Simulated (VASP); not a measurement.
Wanted: the native input for a VASP 6.6.1 run.

```yaml
Task: single point
Functional: PBE-based screened hybrid with 25 % exact exchange
Potentials_or_basis: VASP PAW PBE potentials, release 64 (P)
Cutoff: 520 eV
k_mesh: 4 × 4 × 3
Occupations: fermi-dirac, width 0.05 eV
Spin: no spin polarisation
Dipole_correction: no
Grid_for_exact_exchange_PRECFOCK: Normal
Share_of_exact_exchange: 0.25
Further_INCAR_settings: ALGO = Normal; EDIFF = 1e-06; NBANDS = 18
Screening_parameter: 0.2 1/Å
```

P:

```
P
1.0
     1.64774   -5.46504    0.00000
     1.64774    5.46504    0.00000
     0.00000    0.00000    4.54364
P
4
Direct
  0.90414 0.09586 0.58882
  0.09586 0.90414 0.41118
  0.59586 0.40414 0.08882
  0.40414 0.59586 0.91118
```

The input as run:

POSCAR

```
P
1.0
    1.6477431241     -5.4650377251      0.0000000000
    1.6477431241      5.4650377251      0.0000000000
    0.0000000000      0.0000000000      4.5436355900
P
4
Direct
    0.9041431300      0.0958568700      0.5888151700
    0.0958568700      0.9041431300      0.4111848300
    0.5958568700      0.4041431300      0.0888151700
    0.4041431300      0.5958568700      0.9111848300
```

INCAR.step1

```
SYSTEM = P
  PREC = Accurate
  ENCUT = 520
  EDIFF = 1E-5
  ISMEAR = -1
  SIGMA = 0.05
  LREAL = .False.
  LASPH = .True.
  NELM = 100
  ALGO = Normal
  ISIF = 2
  LWAVE = .True.
  GGA = PE
  NBANDS = 18
```

INCAR.step2

```
SYSTEM = P
  PREC = Accurate
  ENCUT = 520
  EDIFF = 1E-6
  ISMEAR = -1
  SIGMA = 0.05
  LREAL = .False.
  LASPH = .True.
  NELM = 100
  ALGO = Normal
  ISIF = 2
  LWAVE = .False.
  LCHARG = .True.
  GGA = PE
  LHFCALC = .True.
  AEXX = 0.25
  HFSCREEN = 0.2
  PRECFOCK = Normal
  LELF = .True.
  LVHAR = .True.
  ISTART = 1
  NBANDS = 18
```

KPOINTS

```
regular mesh
0
Gamma
  4 4 3
  0 0 0
```

Potentials or basis: VASP PAW PBE potentials, release 64 (P).

Launch:

```bash
$ cat potpaw_PBE.64/P/POTCAR > POTCAR
$ cp INCAR.step1 INCAR
$ mpirun -np 1 vasp_std > vasp.out
$ cp INCAR.step2 INCAR
$ mpirun -np 1 vasp_std > vasp.out
```

Results of the run:

The pressure is -0.6 GPa. The largest force is 0.203 eV/Å. The band gap on the k mesh is 0.73 eV.

Caveat: the k points lie up to 0.50 Å⁻¹ apart; the PAW data sets were made with another functional, which shifts forces and pressure a little.

Wall time 39 min on 1 thread of AMD EPYC 7R43 64-Core Processor (Zen 3), on a shared host, peak memory 0.3 GiB.
